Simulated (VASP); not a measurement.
# ZnSe (I-4m2) in VASP: notebook, part 2 of 2

VASP 6.6.1. Earlier steps stand in the parts before.

## Step 4: Single point, PBEsol (biaxial strain in the a-b plane: +6.0 %)

INCAR reads:

```
ALGO = Normal ; EDIFF = 1E-7
ENCUT = 520 ; GGA = PS
ISIF = 2 ; ISMEAR = 0
LASPH = T ; LCHARG = T
LELF = T ; LREAL = F
LVHAR = T ; LWAVE = F
NBANDS = 26 ; NELM = 100
PREC = Accurate ; SIGMA = 0.02
```

KPOINTS reads:

```
k-points
0
Gamma
  8 8 6
```

POSCAR reads:

```
ZnSe
1.0
    2.9856210897      2.9856210897      0.0000000000
   -2.9856210897      2.9856210897      0.0000000000
    0.0000000000      0.0000000000      5.4304504349
Zn Se
2 2
Direct
    0.0000000000      0.0000000000      0.0000000000
    0.5000000000      0.5000000000      0.5000000000
    0.5000000000      0.0000000000      0.2500000000
    0.0000000000      0.5000000000      0.7500000000
```

Potentials or basis: VASP PAW PBE potentials, release 64 (Zn, Se).

The run is started by

```sh
cat potpaw_PBE.64/Zn/POTCAR potpaw_PBE.64/Se/POTCAR > POTCAR
mpirun -np 1 vasp_std > vasp.out
```

OUTCAR:

```text
EDIFF = 1E-7
   ENCUT = 520
   GGA = PS
   ISIF = 2
   ISMEAR = 0
   LASPH = T
   LREAL = F
   NELM = 100
   PREC = Accurate

 ion  position               nearest neighbor table
   1  0.000  0.000  0.000-   3 2.51   4 2.51   4 2.51   3 2.51
   2  0.500  0.500  0.500-   3 2.51   4 2.51   3 2.51   4 2.51
   3  0.500  0.000  0.250-   1 2.51   2 2.51   2 2.51   1 2.51
   4  0.000  0.500  0.750-   1 2.51   2 2.51   1 2.51   2 2.51

  LATTYP: Found a simple tetragonal cell.
 ALAT       =     4.2223058372
 C/A-ratio  =     1.2861338435

  Lattice vectors:

 A1 = (   2.9856210897,   2.9856210897,   0.0000000000)
 A2 = (  -2.9856210897,   2.9856210897,   0.0000000000)
 A3 = (   0.0000000000,   0.0000000000,   5.4304504349)

Analysis of symmetry for initial positions (statically):
=====================================================================
 Subroutine PRICEL returns following result:

  LATTYP: Found a body centered tetragonal cell.
 ALAT       =     4.2223058372
 C/A-ratio  =     1.2861338435

  Lattice vectors:

 A1 = (   0.0000000000,  -2.9856210897,  -2.7152252174)
 A2 = (   0.0000000000,   2.9856210897,  -2.7152252175)
 A3 = (   2.9856210897,   0.0000000000,   2.7152252174)

   2 primitive cells build up your supercell.

 Routine SETGRP: Setting up the symmetry group for a
 simple tetragonal supercell.

 Subroutine GETGRP returns: Found  8 space group operations
 (whereof  8 operations were pure point group operations)
 out of a pool of 16 trial point group operations.

The static configuration has the point symmetry D_2d.

Analysis of symmetry for dynamics (positions and initial velocities):
=====================================================================
 Subroutine PRICEL returns following result:

  LATTYP: Found a body centered tetragonal cell.
 ALAT       =     4.2223058372
 C/A-ratio  =     1.2861338435

  Lattice vectors:

 A1 = (   0.0000000000,  -2.9856210897,  -2.7152252174)
 A2 = (   0.0000000000,   2.9856210897,  -2.7152252175)
 A3 = (   2.9856210897,   0.0000000000,   2.7152252174)

   2 primitive cells build up your supercell.

 Routine SETGRP: Setting up the symmetry group for a
 simple tetragonal supercell.

 Subroutine GETGRP returns: Found  8 space group operations
 (whereof  8 operations were pure point group operations)
 out of a pool of 16 trial point group operations.

The dynamic configuration has the point symmetry D_2d.

 Subroutine INISYM returns: Found  8 space group operations
 (whereof  8 operations are pure point group operations),
 and found     2 'primitive' translations

----------------------------------------------------------------------------------------

                                     Primitive cell

  volume of cell :      48.4067

  direct lattice vectors                    reciprocal lattice vectors
[... 29 lines left out ...]
     0.000000000  0.000000000  0.030691131     0.000000000  0.000000000  0.166666667

  Length of vectors
     0.029604677  0.029604677  0.030691131

  Shift w.r.t. Gamma in fractional coordinates (k-lattice)
     0.000000000  0.000000000  0.000000000

 Subroutine IBZKPT returns following result:
 ===========================================

 Found     60 irreducible k-points:

 Following reciprocal coordinates:
            Coordinates               Weight
  0.000000  0.000000  0.000000      1.000000
  0.125000  0.000000  0.000000      4.000000
  0.250000  0.000000  0.000000      4.000000
  0.375000  0.000000  0.000000      4.000000
  0.500000  0.000000  0.000000      2.000000
  0.125000  0.125000  0.000000      4.000000
[... 16 lines left out ...]
  0.375000  0.125000  0.166667     16.000000
  0.500000  0.125000  0.166667      8.000000
 [... further k-points ...]
   k-points           NKPTS =     60   k-points in BZ     NKDIM =     60   number of bands    NBANDS=     26
   number of dos      NEDOS =    301   number of ions     NIONS =      4
   total plane-waves  NPLWV =  40960
   dimension x,y,z NGX =    32 NGY =   32 NGZ =   40
   dimension x,y,z NGXF=    64 NGYF=   64 NGZF=   80
   ions per type =               2   2
   NGX,Y,Z   is equivalent  to a cutoff of  12.60, 12.60, 12.25 a.u.
   NGXF,Y,Z  is equivalent  to a cutoff of  25.20, 25.20, 24.49 a.u.
 SYSTEM =  unknown system
   PREC   = accura    normal or accurate (medium, high low for compatibility)
   ISTART =      0    job   : 0-new  1-cont  2-samecut
   ICHARG =      2    charge: 1-file 2-atom 10-const
   ISPIN  =      1    spin polarized calculation?
   LNONCOLLINEAR =      F non collinear calculations
   LSORBIT =      F    spin-orbit coupling
   LASPH  =      T    aspherical Exc in radial PAW
   ENCUT  =  520.0 eV  38.22 Ry    6.18 a.u.   7.85  7.85 10.10*2*pi/ulx,y,z
   NELM   =    100;   NELMIN=  2; NELMDL= -5     # of ELM steps
   EDIFF  = 0.1E-06   stopping-criterion for ELM
   LREAL  =      F    real-space projection
   EDIFFG = 0.1E-05   stopping-criterion for IOM
   NSW    =      0    number of steps for IOM
   IBRION =     -1    ionic relax: 0-MD 1-quasi-New 2-CG
   NFREE  =      0    steps in history (QN), initial steepest desc. (CG)
   ISIF   =      2    stress and relaxation
   ISYM   =      2    0-nonsym 1-usesym 2-fastsym
   POTIM  = 0.5000    time-step for ionic-motion
   TEBEG  =    0.0;   TEEND  =   0.0 temperature during run
   PSTRESS=    0.0 pullay stress
   NELECT =      36.0000    total number of electrons
   NUPDOWN=      -1.0000    fix difference up-down
   EMIN   =  10.00;   EMAX   =-10.00  energy-range for DOS
   EFERMI =   0.00;   METHOD = LEGACY
   ISMEAR =     0;   SIGMA  =   0.02  broadening in eV -4-tet -1-fermi 0-gaus
   EFERMI_NEDOS =   21; number of points for ismear=-14 and -15
   IALGO  =     38    algorithm
   IMIX   =      4    mixing-type and parameters
     AMIX     =   0.40;   BMIX     =  1.00
     AMIX_MAG =   1.60;   BMIX_MAG =  1.00
  volume/ion in A,a.u.               =      24.20       163.33
  Fermi-wavevector in a.u.,A,eV,Ry     =   1.177237  2.224655 18.856138  1.385887
  Thomas-Fermi vector in A             =   2.313587
   LORBIT       =      0    0 simple, 1 ext, 2 COOP (PROOUT), +10 PAW based schemes
   GGA     = PS    functional components
   LHFCALC =     F    Hartree Fock is set to
   AEXX    =    0.0000 exact exchange contribution
   IVDW    =     0    specifies the selected vdW correction
   LEPSILON=     F    determine dielectric tensor
   LRPA    =     F    only Hartree local field effects (RPA)
 non-spin polarized calculation
 Gauss-broadening in eV      SIGMA  =   0.02
  energy-cutoff  :      520.00
  volume of cell :       96.81
 maximum number of plane-waves:      2632
 NGX is ok and might be reduce to    32
   NGX = 15   NGY = 15   NGZ = 21

 number of electron      36.0000031 magnetization

 Free energy of the ion-electron system (eV)
  ---------------------------------------------------
  ext. energy  EPLUGINS =         0.00000000
  ---------------------------------------------------
  free energy    TOTEN  =       -13.38990846 eV

  energy without entropy =      -13.38990846  energy(sigma->0) =      -13.38990846

 E-fermi :   1.2445     XC(G=0):  -9.2569

 val. band max:        1.1549443425   @ k =   0.0000   0.0000   0.0000
 cond. band min:       1.8765828298   @ k =   0.0000   0.0000   0.0000
 fundamental gap:      0.7216384873
 Fermi energy:         1.2445108123

 k-point     1 :       0.0000    0.0000    0.0000
  band No.  band energies     occupation
      1     -11.9141      2.00000
      2     -10.9033      2.00000
      3      -5.3718      2.00000
      4      -5.3718      2.00000
      5      -5.3377      2.00000
      6      -5.3235      2.00000
[... 685 lines left out ...]
     25       9.0052      0.00000
     26       9.0052      0.00000

 [... further k-points ...]

------------------------ aborting loop because EDIFF is reached ----------------------------------------

  FORCE on cell =-STRESS in cart. coord.  units (eV):
  Direction    XX          YY          ZZ          XY          YZ          ZX
  --------------------------------------------------------------------------------------
  -------------------------------------------------------------------------------------
  Total       -3.1915387     -3.1915387     -1.3835799      0.0000000     -0.0000000      0.0000000
  in kB      -52.8172110    -52.8172110    -22.8970542      0.0000000     -0.0000000      0.0000000
  external PRESSURE =     -42.8438254 kB  Pullay stress =       0.0000000 kB

 VOLUME and BASIS-vectors are now :
 -----------------------------------------------------------------------------
  energy-cutoff  :      520.00
  volume of cell :       96.81
      direct lattice vectors                 reciprocal lattice vectors
     2.985621090  2.985621090  0.000000000     0.167469342  0.167469342  0.000000000
    -2.985621090  2.985621090  0.000000000    -0.167469342  0.167469342  0.000000000
     0.000000000  0.000000000  5.430450435     0.000000000  0.000000000  0.184146787

 POSITION                                       TOTAL-FORCE (eV/Angst)
 -----------------------------------------------------------------------------------
      0.00000      0.00000      0.00000         0.000000      0.000000      0.000000
      0.00000      2.98562      2.71523         0.000000      0.000000     -0.000000
      1.49281      1.49281      1.35761        -0.000000     -0.000000      0.000000
     -1.49281      1.49281      4.07284        -0.000000     -0.000000      0.000000
 -----------------------------------------------------------------------------------
    total drift:                               -0.000000      0.000000     -0.000000

  FREE ENERGIE OF THE ION-ELECTRON SYSTEM (eV)
  ---------------------------------------------------
  free  energy   TOTEN  =       -13.3899084584 eV

  energy  without entropy=      -13.3899084584  energy(sigma->0) =      -13.38990846
```

It took 3.1 min on 1 thread of Intel Xeon 8259CL, shared host; peak memory 0.27 GiB.

What came out:

```
Free energy            : -13.3899 eV
Pressure               : -4.3 GPa
Band gap on the k mesh : 0.72 eV
```

Stress tensor (GPa, compression positive):
```
-5.28  0.00  0.00
 0.00 -5.28  0.00
 0.00  0.00 -2.29
```

Levels at points of the mesh, in eV from the valence-band top:
```
           k point  band 15  band 16  band 17  band 18  band 19  band 20  band 21  band 22
(0.00, 0.00, 0.00)    -2.46    -0.28    -0.28     0.00     0.72     2.59     2.62     5.59
(0.50, 0.00, 0.00)    -2.26    -2.26    -1.26    -1.26     3.48     3.48     5.89     5.89
(0.50, 0.50, 0.00)    -2.05    -2.05    -1.91    -1.91     2.94     2.94     3.50     3.50
(0.00, 0.00, 0.50)    -1.51    -1.51    -1.51    -1.51     3.19     3.19     3.84     3.84
(0.50, 0.00, 0.50)    -1.20    -1.20    -0.73    -0.73     2.08     2.08     5.80     5.80
(0.50, 0.50, 0.50)    -2.67    -2.67    -2.63    -2.63     5.43     5.43     5.61     5.61
```

Caveat: the cell differs from its parent crystal (biaxial strain in the a-b plane: +6.0 %); the cell stands under tension; the PAW data sets were made with another functional, which shifts forces and pressure a little.

## Step 5: Single point, PBEsol (uniaxial strain along c: +6.0 %)

INCAR reads:

```
ALGO = Normal ; EDIFF = 1E-7
ENCUT = 520 ; GGA = PS
ISIF = 2 ; ISMEAR = 0
LASPH = T ; LCHARG = F
LREAL = F ; LWAVE = F
NBANDS = 26 ; NELM = 80
PREC = Accurate ; SIGMA = 0.02
```

KPOINTS is that of step 4.

POSCAR reads:

```
ZnSe
1.0
    2.7743743121      2.7743743121      0.0000000000
   -2.7743743121      2.7743743121      0.0000000000
    0.0000000000      0.0000000000      5.9712421743
Zn Se
2 2
Direct
    0.0000000000      0.0000000000      0.0000000000
    0.5000000000      0.5000000000      0.5000000000
    0.5000000000      0.0000000000      0.2500000000
    0.0000000000      0.5000000000      0.7500000000
```

The run is started by

```sh
cat potpaw_PBE.64/Zn/POTCAR potpaw_PBE.64/Se/POTCAR > POTCAR
mpirun -np 1 vasp_std > vasp.out
```

Wall time 2 min (1 thread of AMD EPYC 7R43 (Zen 3), shared host); peak memory 0.24 GiB.

Results (log left out):

```
Free energy            : -13.4966 eV
Pressure               : -1.6 GPa
Band gap on the k mesh : 1.01 eV
```

Stress tensor (GPa, compression positive):
```
-0.54  0.00  0.00
 0.00 -0.54  0.00
 0.00  0.00 -3.59
```

Levels at points of the mesh, in eV from the valence-band top:
| k point | band 15 | band 16 | band 17 | band 18 | band 19 | band 20 | band 21 | band 22 |
| --- | --- | --- | --- | --- | --- | --- | --- | --- |
| (0.00, 0.00, 0.00) | -1.99 | -0.31 | 0.00 | 0.00 | 1.01 | 3.00 | 3.73 | 5.66 |
| (0.50, 0.00, 0.00) | -2.82 | -2.82 | -0.76 | -0.76 | 4.15 | 4.15 | 6.11 | 6.11 |
| (0.50, 0.50, 0.00) | -2.45 | -2.45 | -2.32 | -2.32 | 2.66 | 2.66 | 3.06 | 3.06 |
| (0.00, 0.00, 0.50) | -1.14 | -1.14 | -1.14 | -1.14 | 3.71 | 3.71 | 4.09 | 4.09 |
| (0.50, 0.00, 0.50) | -1.18 | -1.18 | -0.73 | -0.73 | 2.26 | 2.26 | 6.02 | 6.02 |
| (0.50, 0.50, 0.50) | -2.90 | -2.90 | -2.71 | -2.71 | 4.95 | 4.95 | 4.97 | 4.97 |

Caveat: the cell differs from its parent crystal (uniaxial strain along c: +6.0 %); the PAW data sets were made with another functional, which shifts forces and pressure a little.

## Step 6: Overview

| cell | gap on the mesh (eV) | pressure (GPa) |
| --- | --- | --- |
| a = 4.222, b = 4.222, c = 5.207 Å, 4 atoms | 0.79 | -2.4 |
| a = 4.143, b = 4.143, c = 5.498 Å, 4 atoms | 0.88 | -2.9 |
| a = 4.222, b = 4.222, c = 5.430 Å, 4 atoms | 0.72 | -4.3 |
| a = 3.924, b = 3.924, c = 5.971 Å, 4 atoms | 1.01 | -1.6 |

Alike in all rows: task single point; level PBEsol; potentials or basis VASP PAW PBE potentials, release 64 (Zn, Se); no spin polarisation; k mesh 8 × 8 × 6; cutoff (eV) 520; smearing gaussian 0.02 eV.

Caveats: the PAW data sets were made with another functional, which shifts forces and pressure a little; the cell stands under tension (at least some runs).

Total energies depend on the potentials used, so only differences within one code and one set of settings carry meaning.
